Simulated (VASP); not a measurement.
# KBr (F-43m) in VASP: further runs, part 2 of 2

VASP 6.6.1. Earlier steps stand in the parts before.

## 4. Single point, LDA

Input file INCAR:

```
ALGO = Normal
EDIFF = 1E-6
ENCUT = 500
GGA = CA
GGA_COMPAT = False
ISIF = 2
ISMEAR = 0
LASPH = True
LCHARG = True
LELF = True
LREAL = False
LVHAR = True
LWAVE = False
NBANDS = 15
NELM = 120
PREC = Accurate
SIGMA = 0.01
```

Input file KPOINTS:

```
k-points
0
Gamma
  4 4 4
```

Input file POSCAR:

```
KBr
1.0
    0.0000000000      3.6882992926      3.6882992926
    3.6882992926      0.0000000000      3.6882992926
    3.6882992926      3.6882992926      0.0000000000
K Br
1 1
Direct
    0.0000000000      0.0000000000      0.0000000000
    0.2500000000      0.2500000000      0.2500000000
```

Potentials or basis: VASP PAW LDA potentials, release 64 (K_sv, Br).

Started as:

```bash
$ cat potpaw_LDA.64/K_sv/POTCAR potpaw_LDA.64/Br/POTCAR > POTCAR
$ mpirun -np 1 vasp_std > vasp.out
```

OUTCAR:

```text
EDIFF = 1E-6
   ENCUT = 500
   GGA = CA
   ISIF = 2
   ISMEAR = 0
   LASPH = True
   LREAL = False
   NELM = 120
   PREC = Accurate

 ion  position               nearest neighbor table
   1  0.000  0.000  0.000-   2 3.19   2 3.19   2 3.19   2 3.19
   2  0.250  0.250  0.250-   1 3.19   1 3.19   1 3.19   1 3.19

  LATTYP: Found a face centered cubic cell.
 ALAT       =     7.3765985852

  Lattice vectors:

 A1 = (   0.0000000000,   3.6882992926,   3.6882992926)
 A2 = (   3.6882992926,   0.0000000000,   3.6882992926)
 A3 = (   3.6882992926,   3.6882992926,   0.0000000000)

Analysis of symmetry for initial positions (statically):
=====================================================================
 Subroutine PRICEL returns:
 Original cell was already a primitive cell.

 Routine SETGRP: Setting up the symmetry group for a
 face centered cubic supercell.

 Subroutine GETGRP returns: Found 24 space group operations
 (whereof 24 operations were pure point group operations)
 out of a pool of 48 trial point group operations.

The static configuration has the point symmetry T_d .

Analysis of symmetry for dynamics (positions and initial velocities):
=====================================================================
 Subroutine PRICEL returns:
 Original cell was already a primitive cell.

 Routine SETGRP: Setting up the symmetry group for a
 face centered cubic supercell.

 Subroutine GETGRP returns: Found 24 space group operations
 (whereof 24 operations were pure point group operations)
 out of a pool of 48 trial point group operations.

The dynamic configuration has the point symmetry T_d .

 Subroutine INISYM returns: Found 24 space group operations
 (whereof 24 operations are pure point group operations),
 and found     1 'primitive' translations

----------------------------------------------------------------------------------------

[... 102 lines left out ...]
   AEXX    =    0.0000 exact exchange contribution
   IVDW    =     0    specifies the selected vdW correction
   LEPSILON=     F    determine dielectric tensor
   LRPA    =     F    only Hartree local field effects (RPA)
 non-spin polarized calculation
 Gauss-broadening in eV      SIGMA  =   0.01
  energy-cutoff  :      500.00
  volume of cell :      100.35
 maximum number of plane-waves:      2637
 NGX is ok and might be reduce to    40
   NGX = 19   NGY = 19   NGZ = 19

 number of electron      15.9999997 magnetization

 Free energy of the ion-electron system (eV)
  ---------------------------------------------------
  ext. energy  EPLUGINS =         0.00000000
  ---------------------------------------------------
  free energy    TOTEN  =        -6.47146844 eV

  energy without entropy =       -6.47146844  energy(sigma->0) =       -6.47146844

 E-fermi :  -3.2538     XC(G=0):  -6.4128

 val. band max:       -3.3257959668   @ k =  -0.2500   0.2500   0.0000
 cond. band min:       0.6635057345   @ k =   0.0000   0.0000   0.0000
 fundamental gap:      3.9893017013
 Fermi energy:        -3.2538395752

 k-point     1 :       0.0000    0.0000    0.0000
  band No.  band energies     occupation
      1     -30.7511      2.00000
      2     -15.2147      2.00000
      3     -14.4851      2.00000
      4     -14.4851      2.00000
      5     -14.4851      2.00000
      6      -3.3428      2.00000
      7      -3.3428      2.00000
      8      -3.3428      2.00000
      9       0.6635      0.00000
     10       5.0991      0.00000
     11       5.0991      0.00000
     12       6.0817      0.00000
     13       6.0817      0.00000
     14       6.0817      0.00000
[... 113 lines left out ...]
      2     -15.4307      2.00000
      3     -14.5086      2.00000
      4     -14.5020      2.00000
      5     -14.2146      2.00000
      6      -3.6067      2.00000
      7      -3.5402      2.00000
      8      -3.3529      2.00000
      9       2.7580      0.00000
     10       3.6299      0.00000
     11       5.2157      0.00000
     12       5.2398      0.00000
     13       5.7479      0.00000
     14       6.1217      0.00000
     15       6.8177      0.00000

------------------------ aborting loop because EDIFF is reached ----------------------------------------

  FORCE on cell =-STRESS in cart. coord.  units (eV):
  Direction    XX          YY          ZZ          XY          YZ          ZX
  --------------------------------------------------------------------------------------
  -------------------------------------------------------------------------------------
  Total       -0.6195735     -0.6195735     -0.6195735      0.0000000      0.0000000      0.0000000
  in kB       -9.8922473     -9.8922473     -9.8922473      0.0000000      0.0000000      0.0000000
  external PRESSURE =      -9.8922473 kB  Pullay stress =       0.0000000 kB

 VOLUME and BASIS-vectors are now :
 -----------------------------------------------------------------------------
  energy-cutoff  :      500.00
  volume of cell :      100.35
      direct lattice vectors                 reciprocal lattice vectors
     0.000000000  3.688299293  3.688299293    -0.135563836  0.135563836  0.135563836
     3.688299293  0.000000000  3.688299293     0.135563836 -0.135563836  0.135563836
     3.688299293  3.688299293  0.000000000     0.135563836  0.135563836 -0.135563836

 POSITION                                       TOTAL-FORCE (eV/Angst)
 -----------------------------------------------------------------------------------
      0.00000      0.00000      0.00000        -0.000000      0.000000     -0.000000
      1.84415      1.84415      1.84415         0.000000     -0.000000      0.000000
 -----------------------------------------------------------------------------------
    total drift:                               -0.000000     -0.000000     -0.000000

  FREE ENERGIE OF THE ION-ELECTRON SYSTEM (eV)
  ---------------------------------------------------
  free  energy   TOTEN  =        -6.4714684354 eV

  energy  without entropy=       -6.4714684354  energy(sigma->0) =       -6.47146844
```

OSZICAR:

```text
N       E                     dE             d eps       ncg     rms          rms(c)
DAV:   1     0.102897272449E+03    0.10290E+03   -0.62255E+03   240   0.868E+02
DAV:   2     0.107626150144E+01   -0.10182E+03   -0.93378E+02   303   0.227E+02
DAV:   3    -0.645455523455E+01   -0.75308E+01   -0.74947E+01   331   0.525E+01
DAV:   4    -0.680771074299E+01   -0.35316E+00   -0.35306E+00   428   0.105E+01
DAV:   5    -0.681055286164E+01   -0.28421E-02   -0.28420E-02   338   0.103E+00    0.328E+00
DAV:   6    -0.651335309688E+01    0.29720E+00   -0.38185E-01   324   0.260E+00    0.233E+00
DAV:   7    -0.646462216574E+01    0.48731E-01   -0.14977E-01   338   0.183E+00    0.115E+00
DAV:   8    -0.646989207683E+01   -0.52699E-02   -0.17488E-02   323   0.884E-01    0.192E-01
DAV:   9    -0.647046495704E+01   -0.57288E-03   -0.84941E-04   324   0.154E-01    0.115E-01
DAV:  10    -0.647145140236E+01   -0.98645E-03   -0.52293E-04   240   0.101E-01    0.329E-02
DAV:  11    -0.647146506935E+01   -0.13667E-04   -0.48819E-05   331   0.407E-02    0.179E-02
DAV:  12    -0.647146830792E+01   -0.32386E-05   -0.10805E-05   261   0.187E-02    0.274E-03
DAV:  13    -0.647146843544E+01   -0.12752E-06   -0.35646E-07   281   0.375E-03
   1 F= -.64714684E+01 E0= -.64714684E+01  d E =-.360837E-25
```

It took 18 s on 1 thread of AMD EPYC 7R43 (Zen 3), shared host; peak memory 0.15 GiB.

Results:

| Quantity | Value |
| --- | --- |
| Free energy | -6.4715 eV |
| Pressure | -1.0 GPa |
| Band gap on the k mesh | 3.99 eV, indirect (least direct gap 4.01 eV) |
